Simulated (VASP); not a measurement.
# BeCr3 (Pm-3m) in VASP: single point with r2SCAN

Aim: the single point of BeCr3 with r2SCAN.

Everything below comes from runs of VASP 6.6.1. Logs are shortened: lines on timing, memory, paths and dates and some standing lists are left out, and cuts for length are marked.

## (1) The cell of the first run

It takes space group Pm-3m (No. 221, cubic). Conventional cell: a = 3.511 Å, b = 3.511 Å, c = 3.511 Å, α = 90.00°, β = 90.00°, γ = 90.00°. Be (site symmetry m-3m) has 12 Cr at 2.48 Å within 3.3 Å. Cr (site symmetry 4/mmm) has 4 Be at 2.48 Å and 8 Cr at 2.48 Å within 3.3 Å.

## (2) Single point, r2SCAN, collinear spin, ferromagnetic start

Contents of POSCAR:

```
BeCr3
1.0
    3.5112140000      0.0000000000      0.0000000000
    0.0000000000      3.5112140000      0.0000000000
    0.0000000000      0.0000000000      3.5112140000
Be Cr
1 3
Direct
    0.0000000000      0.0000000000      0.0000000000
    0.0000000000      0.5000000000      0.5000000000
    0.5000000000      0.0000000000      0.5000000000
    0.5000000000      0.5000000000      0.0000000000
```

Contents of INCAR.step1:

```
PREC = Accurate
ENCUT = 520
ISMEAR = -1
SIGMA = 0.1
LREAL = False
LASPH = True
NELM = 150
ISPIN = 2
MAGMOM = 0 3.9 3.9 3.9
LMAXMIX = 4
NBANDS = 31
GGA = PE
ALGO = Normal
EDIFF = 1E-4
LWAVE = True
LCHARG = False
```

Contents of INCAR.step2:

```
PREC = Accurate
ENCUT = 520
EDIFF = 1E-6
ISMEAR = -1
SIGMA = 0.1
LREAL = False
LASPH = True
NELM = 150
ALGO = Normal
ISIF = 2
LWAVE = False
LCHARG = True
ISPIN = 2
MAGMOM = 0 3.9 3.9 3.9
LORBIT = 11
LMAXMIX = 4
METAGGA = R2SCAN
LMIXTAU = True
LELF = True
LVHAR = True
NBANDS = 31
ISTART = 1
```

Contents of KPOINTS:

```
Automatic mesh
0
Gamma
  7 7 7
```

Potentials or basis: VASP PAW PBE potentials, release 64 (Be, Cr_pv).

Started as:

```bash
> cat potpaw_PBE.64/Be/POTCAR potpaw_PBE.64/Cr_pv/POTCAR > POTCAR
> cp INCAR.step1 INCAR
> mpirun -np 1 vasp_std > vasp.out
> cp INCAR.step2 INCAR
> mpirun -np 1 vasp_std > vasp.out
```

OUTCAR:

```text
PREC = Accurate
   ENCUT = 520
   EDIFF = 1E-6
   ISMEAR = -1
   LREAL = False
   LASPH = True
   NELM = 150
   ISIF = 2
   ISPIN = 2
   LORBIT = 11
   METAGGA = R2SCAN
   ISTART = 1

 ion  position               nearest neighbor table
   1  0.000  0.000  0.000-   2 2.48   3 2.48   4 2.48   2 2.48   3 2.48   2 2.48   4 2.48   2 2.48
                             3 2.48   4 2.48   3 2.48   4 2.48
   2  0.000  0.500  0.500-   1 2.48   3 2.48   4 2.48   1 2.48   4 2.48   1 2.48   3 2.48   1 2.48
                             3 2.48   4 2.48   4 2.48   3 2.48
   3  0.500  0.000  0.500-   1 2.48   2 2.48   4 2.48   1 2.48   4 2.48   2 2.48   4 2.48   4 2.48
                             1 2.48   2 2.48   1 2.48   2 2.48
   4  0.500  0.500  0.000-   1 2.48   2 2.48   3 2.48   2 2.48   3 2.48   1 2.48   3 2.48   3 2.48
                             1 2.48   2 2.48   2 2.48   1 2.48

  LATTYP: Found a simple cubic cell.
 ALAT       =     3.5112140000

  Lattice vectors:

 A1 = (   3.5112140000,   0.0000000000,   0.0000000000)
 A2 = (   0.0000000000,   3.5112140000,   0.0000000000)
 A3 = (   0.0000000000,   0.0000000000,   3.5112140000)

Analysis of symmetry for initial positions (statically):
=====================================================================
 Subroutine PRICEL returns:
 Original cell was already a primitive cell.

 Routine SETGRP: Setting up the symmetry group for a
 simple cubic supercell.

 Subroutine GETGRP returns: Found 48 space group operations
 (whereof 48 operations were pure point group operations)
 out of a pool of 48 trial point group operations.

The static configuration has the point symmetry O_h .

Analysis of symmetry for dynamics (positions and initial velocities):
=====================================================================
 Subroutine PRICEL returns:
 Original cell was already a primitive cell.

 Routine SETGRP: Setting up the symmetry group for a
 simple cubic supercell.

 Subroutine GETGRP returns: Found 48 space group operations
 (whereof 48 operations were pure point group operations)
 out of a pool of 48 trial point group operations.

The dynamic configuration has the point symmetry O_h .

Analysis of structural, dynamic, and magnetic symmetry:
=====================================================================
 Subroutine PRICEL returns:
 Original cell was already a primitive cell.

 Routine SETGRP: Setting up the symmetry group for a
 simple cubic supercell.

 Subroutine GETGRP returns: Found 48 space group operations
 (whereof 48 operations were pure point group operations)
 out of a pool of 48 trial point group operations.

The overall configuration has the point symmetry O_h .

 Subroutine INISYM returns: Found 48 space group operations
 (whereof 48 operations are pure point group operations),
 and found     1 'primitive' translations

----------------------------------------------------------------------------------------

                                     Primitive cell

  volume of cell :      43.2884

  direct lattice vectors                    reciprocal lattice vectors
     3.511214000  0.000000000  0.000000000     0.284801781  0.000000000  0.000000000
     0.000000000  3.511214000  0.000000000     0.000000000  0.284801781  0.000000000
     0.000000000  0.000000000  3.511214000     0.000000000  0.000000000  0.284801781

  length of vectors
     3.511214000  3.511214000  3.511214000     0.284801781  0.284801781  0.284801781

  position of ions in fractional coordinates (direct lattice)
     0.000000000  0.000000000  0.000000000
     0.000000000  0.500000000  0.500000000
     0.500000000  0.000000000  0.500000000
     0.500000000  0.500000000  0.000000000

  ion indices of the primitive-cell ions
   primitive index   ion index
                 1           1
                 2           2
                 3           3
                 4           4

----------------------------------------------------------------------------------------

 KPOINTS: Automatic mesh

Automatic generation of k-mesh.
 Grid dimensions read from file:
 generate k-points for:    7    7    7

 Generating k-lattice:

  Cartesian coordinates                     Fractional coordinates (reciprocal lattice)
     0.040685969  0.000000000  0.000000000     0.142857143  0.000000000  0.000000000
     0.000000000  0.040685969  0.000000000     0.000000000  0.142857143  0.000000000
     0.000000000  0.000000000  0.040685969     0.000000000  0.000000000  0.142857143

  Length of vectors
     0.040685969  0.040685969  0.040685969

  Shift w.r.t. Gamma in fractional coordinates (k-lattice)
     0.000000000  0.000000000  0.000000000

 Subroutine IBZKPT returns following result:
 ===========================================

 Found     20 irreducible k-points:

 Following reciprocal coordinates:
            Coordinates               Weight
  0.000000  0.000000  0.000000      1.000000
  0.142857  0.000000  0.000000      6.000000
  0.285714  0.000000  0.000000      6.000000
  0.428571  0.000000  0.000000      6.000000
  0.142857  0.142857  0.000000     12.000000
  0.285714  0.142857  0.000000     24.000000
[... 12 lines left out ...]
  0.428571  0.428571  0.285714     24.000000
  0.428571  0.428571  0.428571      8.000000
   k-points           NKPTS =     20   k-points in BZ     NKDIM =     20   number of bands    NBANDS=     31
   number of dos      NEDOS =    301   number of ions     NIONS =      4
   total plane-waves  NPLWV =  21952
   dimension x,y,z NGX =    28 NGY =   28 NGZ =   28
   dimension x,y,z NGXF=    56 NGYF=   56 NGZF=   56
   ions per type =               1   3
   NGX,Y,Z   is equivalent  to a cutoff of  13.26, 13.26, 13.26 a.u.
   NGXF,Y,Z  is equivalent  to a cutoff of  26.51, 26.51, 26.51 a.u.
 SYSTEM =  unknown system
   PREC   = accura    normal or accurate (medium, high low for compatibility)
   ISTART =      1    job   : 0-new  1-cont  2-samecut
   ICHARG =      0    charge: 1-file 2-atom 10-const
   ISPIN  =      2    spin polarized calculation?
   LNONCOLLINEAR =      F non collinear calculations
   LSORBIT =      F    spin-orbit coupling
   LASPH  =      T    aspherical Exc in radial PAW
   ENCUT  =  520.0 eV  38.22 Ry    6.18 a.u.   6.53  6.53  6.53*2*pi/ulx,y,z
   NELM   =    150;   NELMIN=  2; NELMDL=  0     # of ELM steps
   EDIFF  = 0.1E-05   stopping-criterion for ELM
   LREAL  =      F    real-space projection
   EDIFFG = 0.1E-04   stopping-criterion for IOM
   NSW    =      0    number of steps for IOM
   IBRION =     -1    ionic relax: 0-MD 1-quasi-New 2-CG
   NFREE  =      0    steps in history (QN), initial steepest desc. (CG)
   ISIF   =      2    stress and relaxation
   ISYM   =      2    0-nonsym 1-usesym 2-fastsym
   POTIM  = 0.5000    time-step for ionic-motion
   TEBEG  =    0.0;   TEEND  =   0.0 temperature during run
   PSTRESS=    0.0 pullay stress
   NELECT =      38.0000    total number of electrons
   NUPDOWN=      -1.0000    fix difference up-down
   EMIN   =  10.00;   EMAX   =-10.00  energy-range for DOS
   EFERMI =   0.00;   METHOD = LEGACY
   ISMEAR =    -1;   SIGMA  =   0.10  broadening in eV -4-tet -1-fermi 0-gaus
   EFERMI_NEDOS =   21; number of points for ismear=-14 and -15
   IALGO  =     38    algorithm
   IMIX   =      4    mixing-type and parameters
     AMIX     =   0.40;   BMIX     =  1.00
     AMIX_MAG =   1.60;   BMIX_MAG =  1.00
  volume/ion in A,a.u.               =      10.82        73.03
  Fermi-wavevector in a.u.,A,eV,Ry     =   1.567516  2.962176 33.430975  2.457107
  Thomas-Fermi vector in A             =   2.669684
   LORBIT       =     11    0 simple, 1 ext, 2 COOP (PROOUT), +10 PAW based schemes
   METAGGA = R2SCAN    functional components
   LHFCALC =     F    Hartree Fock is set to
   AEXX    =    0.0000 exact exchange contribution
   IVDW    =     0    specifies the selected vdW correction
   LEPSILON=     F    determine dielectric tensor
   LRPA    =     F    only Hartree local field effects (RPA)
 spin polarized calculation
  energy-cutoff  :      520.00
  volume of cell :       43.29
 maximum number of plane-waves:      1189
 NGX is ok and might be reduce to    28
   NGX = 13   NGY = 13   NGZ = 13

 number of electron      37.9999983 magnetization       0.0000001

 number of electron      37.9999983 magnetization      -0.0000030

 Free energy of the ion-electron system (eV)
  ---------------------------------------------------
  ext. energy  EPLUGINS =         0.00000000
  ---------------------------------------------------
  free energy    TOTEN  =       -48.28365913 eV

  energy without entropy =      -48.18966259  energy(sigma->0) =      -48.23666086

 E-fermi :   9.8371     XC(G=0): -14.1562

 val. band max:        9.8206766112   @ k =   0.4286   0.2857   0.2857
 cond. band min:       9.8391391357   @ k =   0.4286   0.1429   0.0000
 fundamental gap:      0.0184625244
 Fermi energy:         9.8370979884

 spin component 1

 k-point     1 :       0.0000    0.0000    0.0000
  band No.  band energies     occupation
      1     -35.1867      1.00000
      2     -35.1867      1.00000
      3     -35.1867      1.00000
      4     -34.7007      1.00000
      5     -34.7007      1.00000
      6     -34.7007      1.00000
[... 669 lines left out ...]
     30      13.2208      0.00000
     31      13.2397      0.00000
 Fermi energy:         9.8370979884

 spin component 2

 k-point     1 :       0.0000    0.0000    0.0000
  band No.  band energies     occupation
      1     -35.1867      1.00000
      2     -35.1867      1.00000
      3     -35.1867      1.00000
      4     -34.7007      1.00000
      5     -34.7007      1.00000
      6     -34.7007      1.00000
[... 669 lines left out ...]
     30      13.2208      0.00000
     31      13.2397      0.00000

------------------------ aborting loop because EDIFF is reached ----------------------------------------

  FORCE on cell =-STRESS in cart. coord.  units (eV):
  Direction    XX          YY          ZZ          XY          YZ          ZX
  --------------------------------------------------------------------------------------
  -------------------------------------------------------------------------------------
  Total       -1.0293441     -1.0293441     -1.0293441      0.0000000      0.0000000     -0.0000000
  in kB      -38.0977453    -38.0977453    -38.0977453      0.0000000      0.0000000     -0.0000000
  external PRESSURE =     -38.0977453 kB  Pullay stress =       0.0000000 kB

 VOLUME and BASIS-vectors are now :
 -----------------------------------------------------------------------------
  energy-cutoff  :      520.00
  volume of cell :       43.29
      direct lattice vectors                 reciprocal lattice vectors
     3.511214000  0.000000000  0.000000000     0.284801781  0.000000000  0.000000000
     0.000000000  3.511214000  0.000000000     0.000000000  0.284801781  0.000000000
     0.000000000  0.000000000  3.511214000     0.000000000  0.000000000  0.284801781

 POSITION                                       TOTAL-FORCE (eV/Angst)
 -----------------------------------------------------------------------------------
      0.00000      0.00000      0.00000         0.000000      0.000000      0.000000
      0.00000      1.75561      1.75561         0.000000      0.000000      0.000000
      1.75561      0.00000      1.75561         0.000000      0.000000      0.000000
      1.75561      1.75561      0.00000         0.000000      0.000000      0.000000
 -----------------------------------------------------------------------------------
    total drift:                                0.000000      0.000000      0.000000

  FREE ENERGIE OF THE ION-ELECTRON SYSTEM (eV)
  ---------------------------------------------------
  free  energy   TOTEN  =       -48.2836591339 eV

  energy  without entropy=      -48.1896625873  energy(sigma->0) =      -48.23666086

 total charge

# of ion       s       p       d       tot
------------------------------------------
    1        0.448   0.724   0.000   1.173
    2        0.648   6.390   4.215  11.253
    3        0.648   6.390   4.215  11.253
    4        0.648   6.390   4.215  11.253
--------------------------------------------------
tot          2.393  19.894  12.645  34.932

 magnetization (x)

# of ion       s       p       d       tot
------------------------------------------
    1        0.000   0.000   0.000   0.000
    2        0.000   0.000  -0.000  -0.000
    3        0.000   0.000  -0.000  -0.000
    4        0.000   0.000  -0.000  -0.000
--------------------------------------------------
tot          0.000   0.000  -0.000  -0.000
```

It took 2.4 min on 1 thread of Intel Xeon 6975P-C, shared host; peak memory 0.2 GiB.

What came out:

- Free energy: -48.2837 eV
- Pressure: -3.8 GPa
- Band gap on the k mesh: zero (filled and empty bands overlap)
- Net moment: 0.00 μB per cell
- Valence electrons inside the program's atomic spheres: Be 1.17; Cr 11.25

Caveat: the starting moments collapsed, and a magnetic state may lie lower; the PAW data sets were made with another functional, which shifts forces and pressure a little.
